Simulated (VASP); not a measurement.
# KBr (R3m) in VASP: further runs

Aim: see how the results for KBr move with the level of theory and the settings. Levels: r2SCAN, PBE. Tasks: single point, relaxation of cell and atoms.

Program: VASP 6.6.1. These are calculated values, not measurements. Logs are shortened: lines on timing, memory, paths and dates and some standing lists are left out, and cuts for length are marked.

### 1 The cell of the first run

Symmetry: R3m, No. 160, trigonal system. The conventional cell has a = 5.254 Å, b = 5.254 Å, c = 12.926 Å, α = 90.00°, β = 90.00°, γ = 120.00°. K (site symmetry 3m) has 4 Br at 3.22 Å within 4.2 Å. Within 4.2 Å of Br (site symmetry 3m) lie 4 K at 3.22 Å.

### 2 Single point, r2SCAN

Input file POSCAR:

```
KBr
1.0
    2.6267850596      1.5165750612      4.3085620995
   -2.6267850596      1.5165750612      4.3085620995
    0.0000000000     -3.0331501225      4.3085620995
K Br
1 1
Direct
    0.2490185519      0.2490185519      0.2490185519
   -0.0002619319     -0.0002619319     -0.0002619319
```

Input file INCAR.step1:

```
SYSTEM = KBr
ALGO     = Normal         ! electronic algorithm
EDIFF    = 1E-4           ! SCF threshold, eV
ENCUT    = 520            ! plane-wave cutoff, eV
GGA      = PE             ! functional
ISMEAR   = 0              ! smearing method
LASPH    = .True.         ! aspherical terms in the spheres
LCHARG   = .False.        ! write CHGCAR
LREAL    = .False.        ! projectors in reciprocal space
LWAVE    = .True.         ! write WAVECAR
NBANDS   = 15             ! bands
NELM     = 100            ! most SCF steps
PREC     = Accurate       ! precision mode
SIGMA    = 0.02           ! smearing width, eV
```

Input file INCAR.step2:

```
SYSTEM = KBr
ALGO     = Normal         ! electronic algorithm
EDIFF    = 1E-6           ! SCF threshold, eV
ENCUT    = 520            ! plane-wave cutoff, eV
ISIF     = 2              ! what is computed and relaxed
ISMEAR   = 0              ! smearing method
ISTART   = 1            
LASPH    = .True.         ! aspherical terms in the spheres
LCHARG   = .False.        ! write CHGCAR
LMIXTAU  = .True.       
LREAL    = .False.        ! projectors in reciprocal space
LWAVE    = .False.        ! write WAVECAR
METAGGA  = R2SCAN         ! meta-GGA
NBANDS   = 15             ! bands
NELM     = 100            ! most SCF steps
PREC     = Accurate       ! precision mode
SIGMA    = 0.02           ! smearing width, eV
```

Input file KPOINTS:

```
k-points
0
Gamma
  6 6 6
  0 0 0
```

Potentials or basis: VASP PAW PBE potentials, release 64 (K_sv, Br).

Run with:

```
$ cat potpaw_PBE.64/K_sv/POTCAR potpaw_PBE.64/Br/POTCAR > POTCAR
$ cp INCAR.step1 INCAR
$ mpirun -np 1 vasp_std > vasp.out
$ cp INCAR.step2 INCAR
$ mpirun -np 1 vasp_std > vasp.out
```

OUTCAR:

```text
SYSTEM = KBr
   EDIFF = 1E-6
   ENCUT = 520
   ISIF = 2
   ISMEAR = 0
   ISTART = 1
   LASPH = .True.
   LREAL = .False.
   METAGGA = R2SCAN
   NELM = 100
   PREC = Accurate

 ion  position               nearest neighbor table
   1  0.249  0.249  0.249-   2 3.22   2 3.22   2 3.22   2 3.22
   2  1.000  1.000  1.000-   1 3.22   1 3.22   1 3.22   1 3.22

  LATTYP: Found a trigonal (rhomboedric) cell.
 ALAT       =     5.2691277296
 COS(alpha) =     0.5029482380

  Lattice vectors:

 A1 = (   2.6267850596,   1.5165750612,   4.3085620995)
 A2 = (  -2.6267850596,   1.5165750612,   4.3085620995)
 A3 = (   0.0000000000,  -3.0331501225,   4.3085620995)

Analysis of symmetry for initial positions (statically):
=====================================================================
 Subroutine PRICEL returns:
 Original cell was already a primitive cell.

 Routine SETGRP: Setting up the symmetry group for a
 trigonal (rhombohedral) supercell.

 Subroutine GETGRP returns: Found  6 space group operations
 (whereof  6 operations were pure point group operations)
 out of a pool of 12 trial point group operations.

The static configuration has the point symmetry C_3v.

Analysis of symmetry for dynamics (positions and initial velocities):
=====================================================================
 Subroutine PRICEL returns:
 Original cell was already a primitive cell.

 Routine SETGRP: Setting up the symmetry group for a
 trigonal (rhombohedral) supercell.

 Subroutine GETGRP returns: Found  6 space group operations
 (whereof  6 operations were pure point group operations)
 out of a pool of 12 trial point group operations.

The dynamic configuration has the point symmetry C_3v.

 Subroutine INISYM returns: Found  6 space group operations
 (whereof  6 operations are pure point group operations),
 and found     1 'primitive' translations

----------------------------------------------------------------------------------------

                                     Primitive cell

  volume of cell :     102.9845

  direct lattice vectors                    reciprocal lattice vectors
     2.626785060  1.516575061  4.308562099     0.190346750  0.109896748  0.077365331
    -2.626785060  1.516575061  4.308562099    -0.190346750  0.109896748  0.077365331
     0.000000000 -3.033150122  4.308562099     0.000000000 -0.219793495  0.077365331

  length of vectors
     5.269127730  5.269127730  5.269127730     0.233011963  0.233011963  0.233011963

  position of ions in fractional coordinates (direct lattice)
     0.249018552  0.249018552  0.249018552
     0.999738068  0.999738068  0.999738068

  ion indices of the primitive-cell ions
   primitive index   ion index
                 1           1
                 2           2

----------------------------------------------------------------------------------------

 KPOINTS: k-points

Automatic generation of k-mesh.
 Grid dimensions read from file:
 generate k-points for:    6    6    6

 Generating k-lattice:

  Cartesian coordinates                     Fractional coordinates (reciprocal lattice)
     0.031724458  0.018316125  0.012894222     0.166666667 -0.000000000  0.000000000
    -0.031724458  0.018316125  0.012894222    -0.000000000  0.166666667  0.000000000
     0.000000000 -0.036632249  0.012894222     0.000000000  0.000000000  0.166666667

  Length of vectors
     0.038835327  0.038835327  0.038835327

  Shift w.r.t. Gamma in fractional coordinates (k-lattice)
     0.000000000  0.000000000  0.000000000

 Subroutine IBZKPT returns following result:
 ===========================================

 Found     32 irreducible k-points:

 Following reciprocal coordinates:
            Coordinates               Weight
  0.000000  0.000000  0.000000      1.000000
  0.166667  0.000000  0.000000      6.000000
  0.333333 -0.000000  0.000000      6.000000
  0.500000  0.000000  0.000000      3.000000
  0.166667  0.166667  0.000000      6.000000
  0.333333  0.166667  0.000000     12.000000
[... 16 lines left out ...]
  0.500000  0.500000  0.166667      6.000000
 -0.333333  0.500000  0.166667     12.000000
 [... further k-points ...]
   k-points           NKPTS =     32   k-points in BZ     NKDIM =     32   number of bands    NBANDS=     15
   number of dos      NEDOS =    301   number of ions     NIONS =      2
   total plane-waves  NPLWV =  64000
   dimension x,y,z NGX =    40 NGY =   40 NGZ =   40
   dimension x,y,z NGXF=    80 NGYF=   80 NGZF=   80
   ions per type =               1   1
   NGX,Y,Z   is equivalent  to a cutoff of  12.62, 12.62, 12.62 a.u.
   NGXF,Y,Z  is equivalent  to a cutoff of  25.24, 25.24, 25.24 a.u.
 SYSTEM =  KBr
   PREC   = accura    normal or accurate (medium, high low for compatibility)
   ISTART =      1    job   : 0-new  1-cont  2-samecut
   ICHARG =      0    charge: 1-file 2-atom 10-const
   ISPIN  =      1    spin polarized calculation?
   LNONCOLLINEAR =      F non collinear calculations
   LSORBIT =      F    spin-orbit coupling
   LASPH  =      T    aspherical Exc in radial PAW
   ENCUT  =  520.0 eV  38.22 Ry    6.18 a.u.   9.80  9.80  9.80*2*pi/ulx,y,z
   NELM   =    100;   NELMIN=  2; NELMDL=  0     # of ELM steps
   EDIFF  = 0.1E-05   stopping-criterion for ELM
   LREAL  =      F    real-space projection
   EDIFFG = 0.1E-04   stopping-criterion for IOM
   NSW    =      0    number of steps for IOM
   IBRION =     -1    ionic relax: 0-MD 1-quasi-New 2-CG
   NFREE  =      0    steps in history (QN), initial steepest desc. (CG)
   ISIF   =      2    stress and relaxation
   ISYM   =      2    0-nonsym 1-usesym 2-fastsym
   POTIM  = 0.5000    time-step for ionic-motion
   TEBEG  =    0.0;   TEEND  =   0.0 temperature during run
   PSTRESS=    0.0 pullay stress
   NELECT =      16.0000    total number of electrons
   NUPDOWN=      -1.0000    fix difference up-down
   EMIN   =  10.00;   EMAX   =-10.00  energy-range for DOS
   EFERMI =   0.00;   METHOD = LEGACY
   ISMEAR =     0;   SIGMA  =   0.02  broadening in eV -4-tet -1-fermi 0-gaus
   EFERMI_NEDOS =   21; number of points for ismear=-14 and -15
   IALGO  =     38    algorithm
   IMIX   =      4    mixing-type and parameters
     AMIX     =   0.40;   BMIX     =  1.00
     AMIX_MAG =   1.60;   BMIX_MAG =  1.00
  volume/ion in A,a.u.               =      51.49       347.49
  Fermi-wavevector in a.u.,A,eV,Ry     =   0.880084  1.663118 10.538364  0.774548
  Thomas-Fermi vector in A             =   2.000396
   LORBIT       =      0    0 simple, 1 ext, 2 COOP (PROOUT), +10 PAW based schemes
   METAGGA = R2SCAN    functional components
   LHFCALC =     F    Hartree Fock is set to
   AEXX    =    0.0000 exact exchange contribution
   IVDW    =     0    specifies the selected vdW correction
   LEPSILON=     F    determine dielectric tensor
   LRPA    =     F    only Hartree local field effects (RPA)
 non-spin polarized calculation
 Gauss-broadening in eV      SIGMA  =   0.02
  energy-cutoff  :      520.00
  volume of cell :      102.98
 maximum number of plane-waves:      2788
   NGX = 19   NGY = 19   NGZ = 19

 number of electron      16.0000000 magnetization

 Free energy of the ion-electron system (eV)
  ---------------------------------------------------
  ext. energy  EPLUGINS =         0.00000000
  ---------------------------------------------------
  free energy    TOTEN  =       -22.96570494 eV

  energy without entropy =      -22.96570494  energy(sigma->0) =      -22.96570494

 E-fermi :  -3.4011     XC(G=0):  -6.0919

 val. band max:       -3.5575424455   @ k =   0.5000   0.3333   0.3333
 cond. band min:       1.2432709041   @ k =   0.0000   0.0000   0.0000
 fundamental gap:      4.8008133496
 Fermi energy:        -3.4011146412

 k-point     1 :       0.0000    0.0000    0.0000
  band No.  band energies     occupation
      1     -32.5499      2.00000
      2     -15.8560      2.00000
      3     -15.2688      2.00000
      4     -15.2688      2.00000
      5     -15.2680      2.00000
      6      -3.5756      2.00000
      7      -3.5690      2.00000
      8      -3.5690      2.00000
      9       1.2433      0.00000
     10       5.7533      0.00000
     11       5.7533      0.00000
     12       6.7045      0.00000
     13       6.7045      0.00000
     14       6.7141      0.00000
     15       7.4438      0.00000

 k-point     2 :       0.1667    0.0000    0.0000
  band No.  band energies     occupation
      1     -32.5496      2.00000
      2     -15.9134      2.00000
      3     -15.2702      2.00000
      4     -15.2695      2.00000
      5     -15.2052      2.00000
      6      -3.6755      2.00000
      7      -3.5718      2.00000
      8      -3.5667      2.00000
      9       1.6604      0.00000
     10       5.4708      0.00000
     11       5.4830      0.00000
     12       6.2584      0.00000
     13       6.7775      0.00000
     14       7.2228      0.00000
     15       7.2313      0.00000

 k-point     3 :       0.3333   -0.0000    0.0000
  band No.  band energies     occupation
      1     -32.5490      2.00000
      2     -16.0042      2.00000
      3     -15.2731      2.00000
      4     -15.2724      2.00000
      5     -15.1026      2.00000
      6      -3.8505      2.00000
      7      -3.5662      2.00000
      8      -3.5626      2.00000
      9       2.6178      0.00000
     10       4.9287      0.00000
     11       5.2758      0.00000
     12       5.3069      0.00000
     13       6.7501      0.00000
     14       6.9664      0.00000
     15       6.9936      0.00000
[... 343 lines left out ...]
 k-point    23 :       0.5000    0.5000    0.1667
  band No.  band energies     occupation
      1     -32.5484      2.00000
      2     -16.0758      2.00000
      3     -15.2841      2.00000
      4     -15.2804      2.00000
      5     -15.0055      2.00000
      6      -3.9025      2.00000
      7      -3.6317      2.00000
      8      -3.5736      2.00000
      9       3.0885      0.00000
     10       4.1566      0.00000
     11       5.5636      0.00000
     12       6.1544      0.00000
     13       6.8791      0.00000
     14       7.0797      0.00000
     15       7.2159      0.00000

 k-point    24 :      -0.3333    0.5000    0.1667
  band No.  band energies     occupation
      1     -32.5483      2.00000
      2     -16.0856      2.00000
      3     -15.2862      2.00000
      4     -15.2823      2.00000
      5     -14.9910      2.00000
      6      -3.8691      2.00000
      7      -3.6771      2.00000
      8      -3.5865      2.00000
      9       3.1387      0.00000
     10       4.1835      0.00000
     11       6.0087      0.00000
     12       6.0778      0.00000
     13       6.4561      0.00000
     14       6.8151      0.00000
     15       7.4246      0.00000

 [... further k-points ...]
[... 5 lines left out ...]
  --------------------------------------------------------------------------------------
  -------------------------------------------------------------------------------------
  Total       -0.1494250     -0.1494250     -0.1601182      0.0000000      0.0000000      0.0000000
  in kB       -2.3246730     -2.3246730     -2.4910318      0.0000000      0.0000000      0.0000000
  external PRESSURE =      -2.3801260 kB  Pullay stress =       0.0000000 kB

 VOLUME and BASIS-vectors are now :
 -----------------------------------------------------------------------------
  energy-cutoff  :      520.00
  volume of cell :      102.98
      direct lattice vectors                 reciprocal lattice vectors
     2.626785060  1.516575061  4.308562099     0.190346750  0.109896748  0.077365331
    -2.626785060  1.516575061  4.308562099    -0.190346750  0.109896748  0.077365331
     0.000000000 -3.033150122  4.308562099     0.000000000 -0.219793495  0.077365331

 POSITION                                       TOTAL-FORCE (eV/Angst)
 -----------------------------------------------------------------------------------
      0.00000     -0.00000      3.21874         0.000000     -0.000000      0.000952
      0.00000     -0.00000     12.92230         0.000000      0.000000     -0.000952
 -----------------------------------------------------------------------------------
    total drift:                                0.000000     -0.000000      0.000951

  FREE ENERGIE OF THE ION-ELECTRON SYSTEM (eV)
  ---------------------------------------------------
  free  energy   TOTEN  =       -22.9657049430 eV

  energy  without entropy=      -22.9657049430  energy(sigma->0) =      -22.96570494
```

Wall time 82 s (1 thread of Intel Xeon 6975P-C (Granite Rapids), shared host); peak memory 0.27 GiB.

What came out:

- Free energy: -22.9657 eV
- Pressure: -0.2 GPa
- Band gap on the k mesh: 4.80 eV (least direct gap 4.81 eV)

Caveat: the PAW data sets were made with another functional, which shifts forces and pressure a little. A k mesh can miss the band edges.

### 3 Relaxation of cell and atoms, PBE

This run uses another cell than the first one, of 52.08 Å³/atom.

Input file INCAR:

```
PREC = Accurate
ENCUT = 600
EDIFF = 1E-6
ISMEAR = 0
SIGMA = 0.02
LREAL = F
LASPH = T
NELM = 80
ALGO = Normal
ISIF = 3
LWAVE = F
LCHARG = F
GGA = PE
IBRION = 2
NSW = 100
EDIFFG = -0.01
```

Input file KPOINTS:

```
regular mesh
0
Gamma
  6 6 6
```

Input file POSCAR:

```
KBr
1.0
    2.6339589900      1.5207169300      4.3336891200
   -2.6339589900      1.5207169300      4.3336891200
    0.0000000000     -3.0414338600      4.3336891200
K Br
1 1
Direct
    0.2487566200      0.2487566200      0.2487566200
    0.0000000000      0.0000000000      0.0000000000
```

Potentials or basis: VASP PAW PBE potentials, release 64 (K_sv, Br).

Run with:

```
$ cat potpaw_PBE.64/K_sv/POTCAR potpaw_PBE.64/Br/POTCAR > POTCAR
$ mpirun -np 1 vasp_std > vasp.out
```

It took 44 s on 1 thread of Intel Xeon 6975P-C (Granite Rapids), shared host; peak memory 0.29 GiB.

Results (log left out):

- Free energy: -6.0375 eV
- Relaxed volume: 51.68 Å³/atom
- Relaxed cell: a = 5.279 Å, b = 5.279 Å, c = 5.279 Å, α = 59.71°, β = 59.71°, γ = 59.71°
- Space group after relaxing (to 0.1 Å): F-43m (No. 216)
- Energy gained by relaxing: 0.1 meV/atom
- Ionic steps: 3
- Pressure after relaxing: 0.0 GPa
- Largest force after relaxing: 0.004 eV/Å
- Band gap on the k mesh: 4.23 eV (least direct gap 4.24 eV)

Forces on the atoms (eV/Å):
```
K    0.000  0.000  0.004
Br   0.000  0.000 -0.004
```

Step by step:
| step | energy change (eV) | largest force (eV/Å) | pressure (GPa) | volume (Å³) |
| --- | --- | --- | --- | --- |
| 1 | 0.0000 | 0.0024 | -0.07 | 104.15 |
| 2 | -0.0001 | 0.0030 | -0.04 | 103.80 |
| 3 | -0.0002 | 0.0039 | 0.00 | 103.36 |

Final structure:
```xyz
2
Lattice="2.6282 1.5174 4.3197 -2.6282 1.5174 4.3197 0.0000 -3.0347 4.3197" Properties=species:S:1:pos:R:3 pbc="T T T"
K     0.0000    0.0000    3.2239
Br    0.0000    0.0000   12.9589
```

Levels at points of the mesh, in eV from the valence-band top:
```tsv
k point	band 4	band 5	band 6	band 7	band 8	band 9	band 10	band 11	band 12
(0.00, 0.00, 0.00)	-11.37	-11.37	-0.02	-0.01	-0.01	4.23	8.56	8.56	9.50
(0.50, 0.00, 0.00)	-11.37	-11.15	-0.38	-0.01	0.00	6.44	6.89	8.11	8.17
(0.50, 0.50, 0.00)	-11.38	-11.09	-0.42	-0.03	-0.02	6.04	7.13	8.73	9.38
(0.50, 0.50, 0.50)	-11.37	-11.15	-0.39	0.00	0.00	6.43	6.87	8.15	8.15
```
